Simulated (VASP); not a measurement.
Wanted: the native input for a VASP 6.6.1 run.

```
Task                   : single point
Functional             : PBE
Dispersion             : D3(BJ)
Potentials or basis    : VASP PAW PBE potentials, release 64 (Ti_sv, O)
Cutoff                 : 520 eV
k mesh                 : 12 × 12 × 12
Occupations            : gaussian, width 0.05 eV
Spin                   : no spin polarisation
Hubbard terms          : Ti d U = 4.0 eV
Dipole correction      : no
Further INCAR settings : ALGO = Normal; EDIFF = 1e-06; NBANDS = 19
```

The structure of TiO2 lies in POSCAR:

```
TiO2
1.0
    1.5314273749      0.8841700071      4.1549666585
   -1.5314273749      0.8841700071      4.1549666585
    0.0000000000     -1.7683400143      4.1549666585
Ti O
1 2
Direct
    0.0000000000      0.0000000000      0.0000000000
    0.6017580785      0.6017580785      0.6017580785
    0.3982419215      0.3982419215      0.3982419215
```

These files were run (other wordings do the same):

INCAR

```
PREC = Accurate
ENCUT = 520
EDIFF = 1E-6
ISMEAR = 0
SIGMA = 0.05
LREAL = False
LASPH = True
NELM = 150
ALGO = Normal
ISIF = 2
LWAVE = False
LCHARG = False
LMAXMIX = 4
LDAU = True
LDAUTYPE = 2
LDAUL = 2 -1
LDAUU = 4 0
LDAUJ = 0 0
LDAUPRINT = 1
GGA = PE
IVDW = 12
NBANDS = 19
```

KPOINTS

```
regular mesh
0
Gamma
  12 12 12
```

Potentials or basis: VASP PAW PBE potentials, release 64 (Ti_sv, O).

Command:

```bash
$ cat potpaw_PBE.64/Ti_sv/POTCAR potpaw_PBE.64/O/POTCAR > POTCAR
$ mpirun -np 1 vasp_std > vasp.out
```

It gave:

```yaml
Pressure: 18.5 GPa
Largest_force: 2.277 eV/Å
Band_gap_on_the_k_mesh: 2.58 eV (least direct gap 3.05 eV)
Dispersion_energy_per_atom: -0.225 eV
```

Caveat: the stress differs along the axes, from 13 to 29 GPa; forces of over 1 eV/Å act on the atoms, so gaps and moduli don't describe the material at rest.

It took 83 s on 1 thread of Intel(R) Xeon(R) 6975P-C (Granite Rapids), on a shared host, peak memory 0.28 GiB.
